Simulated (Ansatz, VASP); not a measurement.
**NiO in VASP and in Ansatz**

```xyz
2
Lattice="0.0000 2.0651 2.0651 2.0651 0.0000 2.0651 2.0651 2.0651 0.0000" Properties=species:S:1:pos:R:3 pbc="T T T"
Ni    0.0000    0.0000    0.0000
O     2.0651    2.0651    2.0651
```

Alike in both runs: task single point; functional PBE; k mesh 18 × 18 × 18; occupations gaussian, width 0.1 eV; collinear spin.

```csv
,VASP,Ansatz
version,VASP 6.6.1,Ansatz 0.2.0
potentials or method,"VASP PAW PBE potentials, release 64 (Ni, O), cutoff 520 eV","scalar-relativistic, plane waves, PAW"
valence electrons in the cell,16,24
```

Ansatz gave:

```
gap on the k mesh at the Fermi level (eV)                     : none
pressure (GPa)                                                : 11.6
net moment per atom (μB)                                      : 0.82
size of the moment on the site where the two differ most (μB) : 0.25
```

Task: Which values does VASP return?

Result: gap on the k mesh at the Fermi level (eV): none; pressure (GPa): 11.2; net moment per atom (μB): 0.80; size of the moment on the site where the two differ most (μB): 0.23.

Site moments also hang on the region over which each program counts them. A gap of «none» marks a metal or a gap that the smearing closes. VASP's potentials hold 16 valence electrons a cell and Ansatz's 24, so a difference there can come from the potentials and not from the codes.
